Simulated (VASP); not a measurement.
# CsH in VASP: notebook

CsH is run at these levels: LDA; tasks: single point.

All numbers are computed with VASP 6.6.1; they aren't measurements. Logs are shortened: lines on timing, memory, paths and dates and some standing lists are left out, and cuts for length are marked.

**1. The cell of the first run**

It takes space group Fm-3m (No. 225, cubic). Conventional cell: a = 6.631 Å, b = 6.631 Å, c = 6.631 Å, α = 90.00°, β = 90.00°, γ = 90.00°. Cs (site symmetry m-3m) has 6 H at 3.32 Å within 4.4 Å. Within 4.4 Å of H (site symmetry m-3m) lie 6 Cs at 3.32 Å.

**2. Single point, LDA (strain +0.040 along x and y, +0.040 along z)**

Input file INCAR:

```
PREC     = Accurate       # precision mode
ENCUT    = 520            # plane-wave cutoff, eV
EDIFF    = 1E-6           # SCF threshold, eV
ISMEAR   = 0              # smearing method
SIGMA    = 0.05           # smearing width, eV
LREAL    = False          # projectors in reciprocal space
LASPH    = True           # aspherical terms in the spheres
NELM     = 100            # most SCF steps
ALGO     = Normal         # electronic algorithm
ISIF     = 2              # what is computed and relaxed
LWAVE    = False          # write WAVECAR
LCHARG   = False          # write CHGCAR
GGA      = CA             # functional
NBANDS   = 12             # bands
```

Input file KPOINTS:

```
regular mesh
0
Gamma
  8 8 8
```

Input file POSCAR:

```
CsH
1.0
    0.0000000000      3.3155200000      3.3155200000
    3.3155200000      0.0000000000      3.3155200000
    3.3155200000      3.3155200000      0.0000000000
Cs H
1 1
Direct
    0.0000000000      0.0000000000      0.0000000000
    0.5000000000      0.5000000000      0.5000000000
```

Potentials or basis: VASP PAW LDA potentials, release 64 (Cs_sv, H).

Launch:

```
> cat potpaw_LDA.64/Cs_sv/POTCAR potpaw_LDA.64/H/POTCAR > POTCAR
> mpirun -np 1 vasp_std > vasp.out
```

OUTCAR:

```text
PREC = Accurate
   ENCUT = 520
   EDIFF = 1E-6
   ISMEAR = 0
   LREAL = False
   LASPH = True
   NELM = 100
   ISIF = 2
   GGA = CA

 ion  position               nearest neighbor table
   1  0.000  0.000  0.000-
   2  0.500  0.500  0.500-

  LATTYP: Found a face centered cubic cell.
 ALAT       =     6.6310400000

  Lattice vectors:

 A1 = (   0.0000000000,   3.3155200000,   3.3155200000)
 A2 = (   3.3155200000,   0.0000000000,   3.3155200000)
 A3 = (   3.3155200000,   3.3155200000,   0.0000000000)

Analysis of symmetry for initial positions (statically):
=====================================================================
 Subroutine PRICEL returns:
 Original cell was already a primitive cell.

 Routine SETGRP: Setting up the symmetry group for a
 face centered cubic supercell.

 Subroutine GETGRP returns: Found 48 space group operations
 (whereof 48 operations were pure point group operations)
 out of a pool of 48 trial point group operations.

The static configuration has the point symmetry O_h .

Analysis of symmetry for dynamics (positions and initial velocities):
=====================================================================
 Subroutine PRICEL returns:
 Original cell was already a primitive cell.

 Routine SETGRP: Setting up the symmetry group for a
 face centered cubic supercell.

 Subroutine GETGRP returns: Found 48 space group operations
 (whereof 48 operations were pure point group operations)
 out of a pool of 48 trial point group operations.

The dynamic configuration has the point symmetry O_h .

 Subroutine INISYM returns: Found 48 space group operations
 (whereof 48 operations are pure point group operations),
 and found     1 'primitive' translations

----------------------------------------------------------------------------------------

                                     Primitive cell

  volume of cell :      72.8929

  direct lattice vectors                    reciprocal lattice vectors
     0.000000000  3.315520000  3.315520000    -0.150805907  0.150805907  0.150805907
     3.315520000  0.000000000  3.315520000     0.150805907 -0.150805907  0.150805907
     3.315520000  3.315520000  0.000000000     0.150805907  0.150805907 -0.150805907

  length of vectors
     4.688853350  4.688853350  4.688853350     0.261203493  0.261203493  0.261203493

  position of ions in fractional coordinates (direct lattice)
     0.000000000  0.000000000  0.000000000
     0.500000000  0.500000000  0.500000000

  ion indices of the primitive-cell ions
   primitive index   ion index
                 1           1
                 2           2

----------------------------------------------------------------------------------------

 KPOINTS: regular mesh

Automatic generation of k-mesh.
 Grid dimensions read from file:
 generate k-points for:    8    8    8

 Generating k-lattice:

  Cartesian coordinates                     Fractional coordinates (reciprocal lattice)
    -0.018850738  0.018850738  0.018850738     0.125000000  0.000000000  0.000000000
     0.018850738 -0.018850738  0.018850738     0.000000000  0.125000000  0.000000000
     0.018850738  0.018850738 -0.018850738     0.000000000  0.000000000  0.125000000

  Length of vectors
     0.032650437  0.032650437  0.032650437

  Shift w.r.t. Gamma in fractional coordinates (k-lattice)
     0.000000000  0.000000000  0.000000000

 Subroutine IBZKPT returns following result:
 ===========================================

 Found     29 irreducible k-points:

 Following reciprocal coordinates:
            Coordinates               Weight
  0.000000  0.000000  0.000000      1.000000
  0.125000  0.000000  0.000000      8.000000
  0.250000  0.000000  0.000000      8.000000
  0.375000  0.000000  0.000000      8.000000
  0.500000  0.000000  0.000000      4.000000
  0.125000  0.125000  0.000000      6.000000
[... 16 lines left out ...]
  0.500000  0.250000  0.125000     48.000000
 -0.375000  0.250000  0.125000     24.000000
 [... further k-points ...]
   k-points           NKPTS =     29   k-points in BZ     NKDIM =     29   number of bands    NBANDS=     12
   number of dos      NEDOS =    301   number of ions     NIONS =      2
   total plane-waves  NPLWV =  46656
   dimension x,y,z NGX =    36 NGY =   36 NGZ =   36
   dimension x,y,z NGXF=    72 NGYF=   72 NGZF=   72
   ions per type =               1   1
   NGX,Y,Z   is equivalent  to a cutoff of  12.76, 12.76, 12.76 a.u.
   NGXF,Y,Z  is equivalent  to a cutoff of  25.53, 25.53, 25.53 a.u.
 SYSTEM =  unknown system
   PREC   = accura    normal or accurate (medium, high low for compatibility)
   ISTART =      0    job   : 0-new  1-cont  2-samecut
   ICHARG =      2    charge: 1-file 2-atom 10-const
   ISPIN  =      1    spin polarized calculation?
   LNONCOLLINEAR =      F non collinear calculations
   LSORBIT =      F    spin-orbit coupling
   LASPH  =      T    aspherical Exc in radial PAW
   ENCUT  =  520.0 eV  38.22 Ry    6.18 a.u.   8.72  8.72  8.72*2*pi/ulx,y,z
   NELM   =    100;   NELMIN=  2; NELMDL= -5     # of ELM steps
   EDIFF  = 0.1E-05   stopping-criterion for ELM
   LREAL  =      F    real-space projection
   EDIFFG = 0.1E-04   stopping-criterion for IOM
   NSW    =      0    number of steps for IOM
   IBRION =     -1    ionic relax: 0-MD 1-quasi-New 2-CG
   NFREE  =      0    steps in history (QN), initial steepest desc. (CG)
   ISIF   =      2    stress and relaxation
   ISYM   =      2    0-nonsym 1-usesym 2-fastsym
   POTIM  = 0.5000    time-step for ionic-motion
   TEBEG  =    0.0;   TEEND  =   0.0 temperature during run
   PSTRESS=    0.0 pullay stress
   NELECT =      10.0000    total number of electrons
   NUPDOWN=      -1.0000    fix difference up-down
   EMIN   =  10.00;   EMAX   =-10.00  energy-range for DOS
   EFERMI =   0.00;   METHOD = LEGACY
   ISMEAR =     0;   SIGMA  =   0.05  broadening in eV -4-tet -1-fermi 0-gaus
   EFERMI_NEDOS =   21; number of points for ismear=-14 and -15
   IALGO  =     38    algorithm
   IMIX   =      4    mixing-type and parameters
     AMIX     =   0.40;   BMIX     =  1.00
     AMIX_MAG =   1.60;   BMIX_MAG =  1.00
  volume/ion in A,a.u.               =      36.45       245.95
  Fermi-wavevector in a.u.,A,eV,Ry     =   0.844332  1.595556  9.699543  0.712896
  Thomas-Fermi vector in A             =   1.959343
   LORBIT       =      0    0 simple, 1 ext, 2 COOP (PROOUT), +10 PAW based schemes
   GGA     = CA    functional components
   LHFCALC =     F    Hartree Fock is set to
   AEXX    =    0.0000 exact exchange contribution
   IVDW    =     0    specifies the selected vdW correction
   LEPSILON=     F    determine dielectric tensor
   LRPA    =     F    only Hartree local field effects (RPA)
 non-spin polarized calculation
 Gauss-broadening in eV      SIGMA  =   0.05
  energy-cutoff  :      520.00
  volume of cell :       72.89
 maximum number of plane-waves:      1989
   NGX = 17   NGY = 17   NGZ = 17

 number of electron      10.0000000 magnetization

 number of electron       9.9999999 magnetization

 Free energy of the ion-electron system (eV)
  ---------------------------------------------------
  ext. energy  EPLUGINS =         0.00000000
  ---------------------------------------------------
  free energy    TOTEN  =        -4.81275360 eV

  energy without entropy =       -4.81275360  energy(sigma->0) =       -4.81275360

 E-fermi :  -0.2248     XC(G=0):  -7.1172

 val. band max:       -0.4936844804   @ k =   0.5000   0.0000   0.0000
 cond. band min:       1.5722830592   @ k =   0.5000   0.0000   0.0000
 fundamental gap:      2.0659675396
 Fermi energy:        -0.2248218469

 k-point     1 :       0.0000    0.0000    0.0000
  band No.  band energies     occupation
      1     -21.9272      2.00000
      2      -8.4764      2.00000
      3      -8.4764      2.00000
      4      -8.4764      2.00000
      5      -2.1178      2.00000
      6       4.4777      0.00000
      7       4.4777      0.00000
      8       4.4777      0.00000
      9       4.7658      0.00000
     10       6.0811      0.00000
     11       6.0811      0.00000
     12       7.8861      0.00000

 k-point     2 :       0.1250    0.0000    0.0000
  band No.  band energies     occupation
      1     -21.9200      2.00000
      2      -8.5775      2.00000
      3      -8.4869      2.00000
      4      -8.4869      2.00000
      5      -1.9089      2.00000
      6       3.9478      0.00000
      7       4.5791      0.00000
      8       4.5791      0.00000
      9       4.6937      0.00000
     10       5.8055      0.00000
     11       5.8055      0.00000
     12       8.4907      0.00000

 k-point     3 :       0.2500    0.0000    0.0000
  band No.  band energies     occupation
      1     -21.9028      2.00000
      2      -8.8049      2.00000
      3      -8.5120      2.00000
      4      -8.5120      2.00000
      5      -1.3890      2.00000
      6       2.8874      0.00000
      7       4.5162      0.00000
      8       4.5162      0.00000
      9       4.9131      0.00000
     10       5.8791      0.00000
     11       5.8791      0.00000
     12       9.7976      0.00000
[... 286 lines left out ...]
 k-point    23 :       0.5000    0.2500    0.1250
  band No.  band energies     occupation
      1     -21.8761      2.00000
      2      -8.9569      2.00000
      3      -8.6837      2.00000
      4      -8.5797      2.00000
      5      -0.9084      2.00000
      6       2.5007      0.00000
      7       3.4736      0.00000
      8       4.7117      0.00000
      9       5.9351      0.00000
     10       6.7117      0.00000
     11       7.6585      0.00000
     12       8.5091      0.00000

 k-point    24 :      -0.3750    0.2500    0.1250
  band No.  band energies     occupation
      1     -21.8703      2.00000
      2      -9.0013      2.00000
      3      -8.7030      2.00000
      4      -8.5978      2.00000
      5      -0.7901      2.00000
      6       2.2778      0.00000
      7       3.6909      0.00000
      8       4.6137      0.00000
      9       6.4661      0.00000
     10       6.6083      0.00000
     11       7.8539      0.00000
     12       8.0229      0.00000

 [... further k-points ...]
[... 5 lines left out ...]
  --------------------------------------------------------------------------------------
  -------------------------------------------------------------------------------------
  Total       -0.8575917     -0.8575917     -0.8575917     -0.0000000      0.0000000      0.0000000
  in kB      -18.8497752    -18.8497752    -18.8497752     -0.0000000      0.0000000      0.0000000
  external PRESSURE =     -18.8497752 kB  Pullay stress =       0.0000000 kB

 VOLUME and BASIS-vectors are now :
 -----------------------------------------------------------------------------
  energy-cutoff  :      520.00
  volume of cell :       72.89
      direct lattice vectors                 reciprocal lattice vectors
     0.000000000  3.315520000  3.315520000    -0.150805907  0.150805907  0.150805907
     3.315520000  0.000000000  3.315520000     0.150805907 -0.150805907  0.150805907
     3.315520000  3.315520000  0.000000000     0.150805907  0.150805907 -0.150805907

 POSITION                                       TOTAL-FORCE (eV/Angst)
 -----------------------------------------------------------------------------------
      0.00000      0.00000      0.00000        -0.000000      0.000000     -0.000000
      3.31552      3.31552      3.31552         0.000000      0.000000      0.000000
 -----------------------------------------------------------------------------------
    total drift:                               -0.000000      0.000000      0.000000

  FREE ENERGIE OF THE ION-ELECTRON SYSTEM (eV)
  ---------------------------------------------------
  free  energy   TOTEN  =        -4.8127535970 eV

  energy  without entropy=       -4.8127535970  energy(sigma->0) =       -4.81275360
```

Run time: 15 s. Hardware: 1 thread of AMD EPYC 9R14 (Zen 4), shared host; peak memory 0.15 GiB.

What came out:

| Property | Result |
| --- | --- |
| Free energy | -4.8128 eV |
| Pressure | -1.9 GPa |
| Band gap on the k mesh | 2.07 eV, direct |

Caveat: the cell differs from its parent crystal (strain +0.040 along x and y, +0.040 along z); spin-orbit coupling is left out, which moves the levels of the heavy elements.

(Part 1 of 2 ends here.)
